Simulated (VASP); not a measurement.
# MgSn2N2 (P-4m2) in VASP: a series of runs, part 2 of 2

VASP 6.6.1.

### 3 Single point, BLYP

INCAR reads:

```
SYSTEM = MgSn2N2
PREC = Accurate ; ENCUT = 520
EDIFF = 1E-6 ; ISMEAR = 0
SIGMA = 0.1 ; LREAL = .False.
LASPH = .True. ; NELM = 100
ALGO = Normal ; ISIF = 2
LWAVE = .False. ; LCHARG = .True.
GGA = B5 ; ALDAX = 1.0
AGGAX = 1.0 ; AGGAC = 1.0
ALDAC = 0.0 ; LELF = .True.
LVHAR = .True. ; NBANDS = 28
```

KPOINTS reads:

```
Automatic mesh
0
Gamma
  5 5 2
  0 0 0
```

POSCAR reads:

```
MgSn2N2
1.0
    3.3605490000      0.0000000000      0.0000000000
    0.0000000000      3.3605490000      0.0000000000
    0.0000000000      0.0000000000      8.1883940000
Mg Sn N
1 2 2
Direct
    0.5000000000      0.5000000000      0.0000000000
    0.0000000000      0.0000000000      0.6921370000
    0.0000000000      0.0000000000      0.3078630000
    0.0000000000      0.5000000000      0.1526980000
    0.5000000000      0.0000000000      0.8473020000
```

Potentials or basis: VASP PAW PBE potentials, release 64 (Mg, Sn_d, N).

Command:

```console
cat potpaw_PBE.64/Mg/POTCAR potpaw_PBE.64/Sn_d/POTCAR potpaw_PBE.64/N/POTCAR > POTCAR
mpirun -np 1 vasp_std > vasp.out
```

OUTCAR:

```text
SYSTEM = MgSn2N2
   PREC = Accurate
   ENCUT = 520
   EDIFF = 1E-6
   ISMEAR = 0
   LREAL = .False.
   LASPH = .True.
   NELM = 100
   ISIF = 2
   GGA = B5

 ion  position               nearest neighbor table
   1  0.500  0.500  0.000-   4 2.09   5 2.09   5 2.09   4 2.09   2 3.46   3 3.46   2 3.46   2 3.46
                             3 3.46   3 3.46   2 3.46   3 3.46
   2  0.000  0.000  0.692-   5 2.11   5 2.11   3 3.15   1 3.46   1 3.46   1 3.46   1 3.46
   3  0.000  0.000  0.308-   4 2.11   4 2.11   2 3.15   1 3.46   1 3.46   1 3.46   1 3.46
   4  0.000  0.500  0.153-   1 2.09   1 2.09   3 2.11   3 2.11
   5  0.500  0.000  0.847-   1 2.09   1 2.09   2 2.11   2 2.11

  LATTYP: Found a simple tetragonal cell.
 ALAT       =     3.3605490000
 C/A-ratio  =     2.4366238969

  Lattice vectors:

 A1 = (   3.3605490000,   0.0000000000,   0.0000000000)
 A2 = (   0.0000000000,   3.3605490000,   0.0000000000)
 A3 = (   0.0000000000,   0.0000000000,   8.1883940000)

Analysis of symmetry for initial positions (statically):
=====================================================================
 Subroutine PRICEL returns:
 Original cell was already a primitive cell.

 Routine SETGRP: Setting up the symmetry group for a
 simple tetragonal supercell.

 Subroutine GETGRP returns: Found  8 space group operations
 (whereof  8 operations were pure point group operations)
 out of a pool of 16 trial point group operations.

The static configuration has the point symmetry D_2d.

Analysis of symmetry for dynamics (positions and initial velocities):
=====================================================================
 Subroutine PRICEL returns:
 Original cell was already a primitive cell.

 Routine SETGRP: Setting up the symmetry group for a
 simple tetragonal supercell.

 Subroutine GETGRP returns: Found  8 space group operations
 (whereof  8 operations were pure point group operations)
[... 114 lines left out ...]
     AMIX     =   0.40;   BMIX     =  1.00
     AMIX_MAG =   1.60;   BMIX_MAG =  1.00
  volume/ion in A,a.u.               =      18.49       124.81
  Fermi-wavevector in a.u.,A,eV,Ry     =   1.238098  2.339666 20.856196  1.532887
  Thomas-Fermi vector in A             =   2.372638
   LORBIT       =      0    0 simple, 1 ext, 2 COOP (PROOUT), +10 PAW based schemes
   GGA     = B5    functional components
   LHFCALC =     F    Hartree Fock is set to
   AEXX    =    0.0000 exact exchange contribution
   IVDW    =     0    specifies the selected vdW correction
   LEPSILON=     F    determine dielectric tensor
   LRPA    =     F    only Hartree local field effects (RPA)
 non-spin polarized calculation
 Gauss-broadening in eV      SIGMA  =   0.10
  energy-cutoff  :      520.00
  volume of cell :       92.47
 maximum number of plane-waves:      2510
 NGX is ok and might be reduce to    28
   NGX = 13   NGY = 13   NGZ = 31

 number of electron      40.0000006 magnetization

 Free energy of the ion-electron system (eV)
  ---------------------------------------------------
  ext. energy  EPLUGINS =         0.00000000
  ---------------------------------------------------
  free energy    TOTEN  =       -23.53168013 eV

  energy without entropy =      -23.51145963  energy(sigma->0) =      -23.52156988

 E-fermi :   5.7694     XC(G=0):  -9.2291

 val. band max:        5.7443752710   @ k =   0.2000   0.2000   0.0000
 cond. band min:       5.8111063183   @ k =   0.2000   0.2000   0.5000
 fundamental gap:      0.0667310474
 Fermi energy:         5.7693894742

 k-point     1 :       0.0000    0.0000    0.0000
  band No.  band energies     occupation
      1     -15.4417      2.00000
      2     -15.4391      2.00000
      3     -15.3038      2.00000
      4     -15.2450      2.00000
      5     -15.2450      2.00000
      6     -15.1903      2.00000
[... 361 lines left out ...]
     27      12.9739      0.00000
     28      13.3812      0.00000

------------------------ aborting loop because EDIFF is reached ----------------------------------------

  FORCE on cell =-STRESS in cart. coord.  units (eV):
  Direction    XX          YY          ZZ          XY          YZ          ZX
  --------------------------------------------------------------------------------------
  -------------------------------------------------------------------------------------
  Total        2.4796319      2.4796319      1.3372099      0.0000000      0.0000000     -0.0000000
  in kB       42.9614172     42.9614172     23.1681293      0.0000000      0.0000000     -0.0000000
  external PRESSURE =      36.3636545 kB  Pullay stress =       0.0000000 kB

 VOLUME and BASIS-vectors are now :
 -----------------------------------------------------------------------------
  energy-cutoff  :      520.00
  volume of cell :       92.47
      direct lattice vectors                 reciprocal lattice vectors
     3.360549000  0.000000000  0.000000000     0.297570427  0.000000000  0.000000000
     0.000000000  3.360549000  0.000000000     0.000000000  0.297570427  0.000000000
     0.000000000  0.000000000  8.188394000     0.000000000  0.000000000  0.122124070

 POSITION                                       TOTAL-FORCE (eV/Angst)
 -----------------------------------------------------------------------------------
      1.68027      1.68027      0.00000        -0.000000      0.000000      0.000000
      0.00000      0.00000      5.66749        -0.000000     -0.000000     -0.320248
      0.00000      0.00000      2.52090         0.000000     -0.000000      0.320248
      0.00000      1.68027      1.25035        -0.000000     -0.000000     -0.400414
      1.68027      0.00000      6.93804         0.000000     -0.000000      0.400414
 -----------------------------------------------------------------------------------
    total drift:                               -0.000000     -0.000000      0.000000

  FREE ENERGIE OF THE ION-ELECTRON SYSTEM (eV)
  ---------------------------------------------------
  free  energy   TOTEN  =       -23.5316801308 eV

  energy  without entropy=      -23.5114596325  energy(sigma->0) =      -23.52156988
```

stdout:

```text
POSCAR found type information on POSCAR MgSnN
 POSCAR found :  3 types and       5 ions
 scaLAPACK will be used
 -----------------------------------------------------------------------------
|                                                                             |
|                                                                             |
|     You enforced a specific xc type in the INCAR file but a different       |
|     I HOPE YOU KNOW WHAT YOU ARE DOING!                                     |
|                                                                             |
 -----------------------------------------------------------------------------

 LDA part: xc-table for (Slater(with rela. corr.)+VWN5), standard interpolation
 POSCAR, INCAR and KPOINTS ok, starting setup
 FFT: planning ... GRIDC
 FFT: planning ... GRID_SOFT
 FFT: planning ... GRID
 WAVECAR not read
 entering main loop
```

Run time: 1.8 min. Hardware: 1 thread of Intel Xeon 6975P-C, shared host; peak memory 0.22 GiB.

What came out:

```yaml
Free_energy: -23.5317 eV
Pressure: 3.6 GPa
Largest_force: 0.400 eV/Å
Band_gap_on_the_k_mesh: zero (band 20 reaches 5.95 eV, above the bottom of band 21 at 5.49 eV)
```

Forces on the atoms (eV/Å):
```
Mg   0.000  0.000  0.000
Sn   0.000  0.000 -0.320
Sn   0.000  0.000  0.320
N    0.000  0.000 -0.400
N    0.000  0.000  0.400
```

Levels at points of the mesh, in eV from the Fermi level:
| k point | band 18 | band 19 | band 20 | band 21 | band 22 | band 23 |
| --- | --- | --- | --- | --- | --- | --- |
| (0.00, 0.00, 0.00) | -1.58 | -1.58 | 0.18 | 1.12 | 3.30 | 5.81 |
| (0.00, 0.00, 0.50) | -1.61 | -1.61 | -1.60 | 1.93 | 3.73 | 5.91 |

Caveat: the k points lie up to 0.38 Å⁻¹ apart; the PAW data sets were made with another functional, which shifts forces and pressure a little; spin-orbit coupling is left out, which moves the levels of the heavy elements.

### 4 Single point, PBEsol

INCAR reads:

```
SYSTEM = MgSn2N2
ALGO = Normal
EDIFF = 1E-6
ENCUT = 520
GGA = PS
ISIF = 2
ISMEAR = 0
LASPH = .True.
LCHARG = .False.
LREAL = .False.
LWAVE = .False.
NBANDS = 28
NELM = 100
PREC = Accurate
SIGMA = 0.1
```

KPOINTS reads:

```
k-points
0
Gamma
  4 4 2
  0 0 0
```

POSCAR is that of step 3.

Command:

```console
cat potpaw_PBE.64/Mg/POTCAR potpaw_PBE.64/Sn_d/POTCAR potpaw_PBE.64/N/POTCAR > POTCAR
mpirun -np 1 vasp_std > vasp.out
```

Wall time 65 s (1 thread of Intel Xeon 6975P-C, shared host); peak memory 0.22 GiB.

It converged, with:

- Free energy: -27.9652 eV
- Pressure: -2.8 GPa
- Largest force: 0.045 eV/Å
- Band gap on the k mesh: zero (band 20 reaches 5.51 eV, above the bottom of band 21 at 4.03 eV)

Forces in eV/Å, atoms in the order of the input:
```
Mg   0.000  0.000  0.000
Sn   0.000  0.000  0.045
Sn   0.000  0.000 -0.045
N    0.000  0.000 -0.038
N    0.000  0.000  0.038
```

Stress tensor (GPa, compression positive):
```
-2.97  0.00  0.00
 0.00 -2.97  0.00
 0.00  0.00 -2.44
```

Levels at points of the mesh, in eV from the Fermi level:
| k point | band 17 | band 18 | band 19 | band 20 | band 21 | band 22 | band 23 | band 24 |
| --- | --- | --- | --- | --- | --- | --- | --- | --- |
| (0.00, 0.00, 0.00) | -2.38 | -1.66 | -1.66 | 0.13 | 0.75 | 2.86 | 5.68 | 5.68 |
| (0.50, 0.00, 0.00) | -2.15 | -2.01 | -1.13 | -0.32 | -0.19 | 2.34 | 4.31 | 6.14 |
| (0.50, 0.50, 0.00) | -3.35 | -2.70 | -2.49 | -1.35 | -1.35 | 1.45 | 4.15 | 4.15 |
| (0.00, 0.00, 0.50) | -1.79 | -1.76 | -1.69 | -1.69 | 1.62 | 3.41 | 5.77 | 5.77 |
| (0.50, 0.00, 0.50) | -3.08 | -2.01 | -1.13 | -0.68 | 0.63 | 2.64 | 3.76 | 6.04 |
| (0.50, 0.50, 0.50) | -3.42 | -2.71 | -2.08 | -1.12 | -1.12 | 0.79 | 3.19 | 3.19 |

Caveat: the k points lie up to 0.47 Å⁻¹ apart; the PAW data sets were made with another functional, which shifts forces and pressure a little; spin-orbit coupling is left out, which moves the levels of the heavy elements.

### 5 Single point, PBE

INCAR reads:

```
SYSTEM = MgSn2N2
  PREC = Accurate
  ENCUT = 520
  EDIFF = 1E-6
  ISMEAR = 1
  SIGMA = 0.1
  LREAL = .FALSE.
  LASPH = .TRUE.
  NELM = 80
  ALGO = Normal
  ISIF = 2
  LWAVE = .FALSE.
  LCHARG = .TRUE.
  GGA = PE
  LELF = .TRUE.
  LVHAR = .TRUE.
  NBANDS = 28
```

KPOINTS reads:

```
Automatic mesh
0
G
  4 4 2
  0 0 0
```

POSCAR is that of step 4.

Command:

```console
cat potpaw_PBE.64/Mg/POTCAR potpaw_PBE.64/Sn_d/POTCAR potpaw_PBE.64/N/POTCAR > POTCAR
mpirun -np 1 vasp_std > vasp.out
```

Run time: 69 s. Hardware: 1 thread of Intel Xeon 6975P-C, shared host; peak memory 0.22 GiB.

It converged, with:

| Item | Value |
| --- | --- |
| Free energy | -26.1307 eV |
| Pressure | 0.2 GPa |
| Largest force | 0.233 eV/Å |
| Band gap on the k mesh | zero (band 20 reaches 5.64 eV, above the bottom of band 21 at 4.20 eV) |

Forces on the atoms (eV/Å):
```
Mg   0.000  0.000  0.000
Sn   0.000  0.000 -0.155
Sn   0.000  0.000  0.155
N    0.000  0.000 -0.233
N    0.000  0.000  0.233
```

Stress tensor (GPa, compression positive):
```
-0.06  0.00  0.00
 0.00 -0.06  0.00
 0.00  0.00  0.62
```

Levels at points of the mesh, in eV from the Fermi level:
```csv
k point,band 17,band 18,band 19,band 20,band 21,band 22,band 23,band 24
"(0.00, 0.00, 0.00)",-2.37,-1.66,-1.66,0.12,0.80,2.94,5.70,5.70
"(0.50, 0.00, 0.00)",-2.15,-2.00,-1.14,-0.29,-0.19,2.37,4.36,6.18
"(0.50, 0.50, 0.00)",-3.33,-2.68,-2.48,-1.32,-1.32,1.46,4.18,4.18
"(0.00, 0.00, 0.50)",-1.78,-1.75,-1.69,-1.69,1.67,3.46,5.79,5.79
"(0.50, 0.00, 0.50)",-3.06,-2.00,-1.14,-0.66,0.63,2.67,3.82,6.08
"(0.50, 0.50, 0.50)",-3.40,-2.70,-2.07,-1.11,-1.11,0.83,3.24,3.24
```

Caveat: the k points lie up to 0.47 Å⁻¹ apart; spin-orbit coupling is left out, which moves the levels of the heavy elements.

### 6 Single point, revPBE

INCAR reads:

```
PREC = Accurate
ENCUT = 520
EDIFF = 1E-6
ISMEAR = 0
SIGMA = 0.1
LREAL = False
LASPH = True
NELM = 80
ALGO = Normal
ISIF = 2
LWAVE = False
LCHARG = False
GGA = RE
NBANDS = 28
```

KPOINTS reads:

```
regular mesh
0
Gamma
  4 4 2
```

POSCAR is that of step 5.

Potentials or basis: VASP PAW PBE potentials, release 64 (Mg, Sn_d, N).

Command:

```console
cat potpaw_PBE.64/Mg/POTCAR potpaw_PBE.64/Sn_d/POTCAR potpaw_PBE.64/N/POTCAR > POTCAR
mpirun -np 1 vasp_std > vasp.out
```

OUTCAR:

```text
PREC = Accurate
   ENCUT = 520
   EDIFF = 1E-6
   ISMEAR = 0
   LREAL = False
   LASPH = True
   NELM = 80
   ISIF = 2
   GGA = RE

 ion  position               nearest neighbor table
   1  0.500  0.500  0.000-   4 2.09   5 2.09   5 2.09   4 2.09   2 3.46   3 3.46   2 3.46   2 3.46
                             3 3.46   3 3.46   2 3.46   3 3.46
   2  0.000  0.000  0.692-   5 2.11   5 2.11   3 3.15   1 3.46   1 3.46   1 3.46   1 3.46
   3  0.000  0.000  0.308-   4 2.11   4 2.11   2 3.15   1 3.46   1 3.46   1 3.46   1 3.46
   4  0.000  0.500  0.153-   1 2.09   1 2.09   3 2.11   3 2.11
   5  0.500  0.000  0.847-   1 2.09   1 2.09   2 2.11   2 2.11

[... 562 lines left out ...]
  -------------------------------------------------------------------------------------
  Total        0.8832732      0.8832732      1.2986599      0.0000000      0.0000000     -0.0000000
  in kB       15.3033470     15.3033470     22.5002222      0.0000000      0.0000000     -0.0000000
  external PRESSURE =      17.7023054 kB  Pullay stress =       0.0000000 kB

 VOLUME and BASIS-vectors are now :
 -----------------------------------------------------------------------------
  energy-cutoff  :      520.00
  volume of cell :       92.47
      direct lattice vectors                 reciprocal lattice vectors
     3.360549000  0.000000000  0.000000000     0.297570427  0.000000000  0.000000000
     0.000000000  3.360549000  0.000000000     0.000000000  0.297570427  0.000000000
     0.000000000  0.000000000  8.188394000     0.000000000  0.000000000  0.122124070

 POSITION                                       TOTAL-FORCE (eV/Angst)
 -----------------------------------------------------------------------------------
      1.68027      1.68027      0.00000         0.000000      0.000000      0.000000
      0.00000      0.00000      5.66749         0.000000     -0.000000     -0.249203
      0.00000      0.00000      2.52090        -0.000000     -0.000000      0.249203
      0.00000      1.68027      1.25035         0.000000     -0.000000     -0.243295
      1.68027      0.00000      6.93804         0.000000      0.000000      0.243295
 -----------------------------------------------------------------------------------
    total drift:                               -0.000000     -0.000000      0.000000

  FREE ENERGIE OF THE ION-ELECTRON SYSTEM (eV)
  ---------------------------------------------------
  free  energy   TOTEN  =       -24.6300454392 eV

  energy  without entropy=      -24.6219194897  energy(sigma->0) =      -24.62598246
```

Wall time 66 s (1 thread of Intel Xeon 6975P-C, shared host); peak memory 0.22 GiB.

Results:

- Free energy: -24.6300 eV
- Pressure: 1.8 GPa
- Largest force: 0.249 eV/Å
- Band gap on the k mesh: zero (band 20 reaches 5.75 eV, above the bottom of band 21 at 4.30 eV)

Forces in eV/Å, atoms in the order of the input:
```
Mg   0.000  0.000  0.000
Sn   0.000  0.000 -0.249
Sn   0.000  0.000  0.249
N    0.000  0.000 -0.243
N    0.000  0.000  0.243
```

Stress tensor (GPa, compression positive):
```
1.53 0.00 0.00
0.00 1.53 0.00
0.00 0.00 2.25
```

Caveat: the k points lie up to 0.47 Å⁻¹ apart; the PAW data sets were made with another functional, which shifts forces and pressure a little; spin-orbit coupling is left out, which moves the levels of the heavy elements.

### 7 Summary

| level | k mesh | smearing | gap on the mesh (eV) | pressure (GPa) | largest force (eV/Å) |
| --- | --- | --- | --- | --- | --- |
| PBEsol | 3 × 3 × 1 | gaussian 0.1 eV | 0.19 | -1.2 | 0.45 |
| BLYP | 5 × 5 × 2 | gaussian 0.1 eV | none | 3.6 | 0.40 |
| PBEsol | 4 × 4 × 2 | gaussian 0.1 eV | none | -2.8 | 0.04 |
| PBE | 4 × 4 × 2 | methfessel-paxton 0.1 eV | none | 0.2 | 0.23 |
| revPBE | 4 × 4 × 2 | gaussian 0.1 eV | none | 1.8 | 0.25 |

Alike in all rows: task single point; potentials or basis VASP PAW PBE potentials, release 64 (Mg, Sn_d, N); no spin polarisation; cell as given; cutoff (eV) 520.

Caveats: all runs use coarse meshes; spin-orbit coupling is left out, which moves the levels of the heavy elements; the PAW data sets were made with another functional, which shifts forces and pressure a little (some runs).

Total energies depend on the potentials used, so only differences within one code and one set of settings carry meaning.
